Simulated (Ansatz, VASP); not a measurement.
## Two plane-wave programs on C

```
C
1.0
     1.68876    0.00000    0.00000
     0.00000    1.68876    0.00000
     0.00000    0.00000    2.02499
C
1
Direct
  0.50000 0.50000 0.00000
```

Alike in both runs: functional PBE; k mesh 32 × 32 × 30; occupations gaussian, width 0.1 eV; no spin polarisation.

Ansatz relaxed the structure, and its values are those at the end. VASP's run is a single point on that final structure, the one shown.

|  | VASP | Ansatz |
| --- | --- | --- |
| version | VASP 6.6.1 | Ansatz 0.2.0 |
| potentials or method | VASP PAW PBE potentials, release 64 (C), cutoff 600 eV | scalar-relativistic, plane waves, PAW |
| valence electrons in the cell | 4 | 4 |

VASP gave:

- gap on the k mesh at the Fermi level (eV): none
- pressure (GPa): -0.1

Estimate Ansatz's values.

gap on the k mesh at the Fermi level (eV): none; pressure (GPa): 0.0.

A gap of «none» marks a metal or a gap that the smearing closes. The functional is the same, so the differences come from potentials, cutoffs and numerics.
